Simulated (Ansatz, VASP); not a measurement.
MnCdC4N4: VASP beside Ansatz

```
Mn Cd C N
1.0
     6.01079    0.00000    0.00000
     0.00000    6.01079    0.00000
     0.00000    0.00000    6.01079
Mn Cd C N
1 1 4 4
Direct
  0.00000 0.00000 0.00000
  0.50000 0.50000 0.50000
  0.18615 0.18615 0.18615
  0.18615 0.81385 0.81385
  0.81385 0.18615 0.81385
  0.81385 0.81385 0.18615
  0.29853 0.29853 0.29853
  0.29853 0.70147 0.70147
  0.70147 0.29853 0.70147
  0.70147 0.70147 0.29853
```

Alike in both runs: task single point; functional PBE; k mesh 4 × 4 × 4; occupations gaussian, width 0.1 eV; collinear spin.

|  | VASP | Ansatz |
| --- | --- | --- |
| version | VASP 6.6.1 | Ansatz 0.2.0 |
| potentials or method | VASP PAW PBE potentials, release 64 (Mn_pv, Cd, C, N), cutoff 520 eV | scalar-relativistic, plane waves, PAW |
| valence electrons in the cell | 61 | 71 |

```tsv
	VASP	Ansatz	Ansatz less VASP
gap on the k mesh at the Fermi level (eV)	1.46	1.45	-0.001
least direct gap on the mesh (eV)	1.47	1.47	0.000
pressure (GPa)	5.2	4.7	-0.58
rms of the force components (eV/Å)	0.481	0.641	+0.1593
net moment per atom (μB)	0.50	0.50	0.000
size of the moment on the site where the two differ most (μB)	3.83	3.25	-0.582
```

Site moments also hang on the region over which each program counts them. Atom by atom the forces differ by 0.159 eV/Å (rms over components). VASP's potentials hold 61 valence electrons a cell and Ansatz's 71, so a difference there can come from the potentials and not from the codes.

Noted on VASP's run: the standard files for N, O and F lose accuracy on very short bonds.
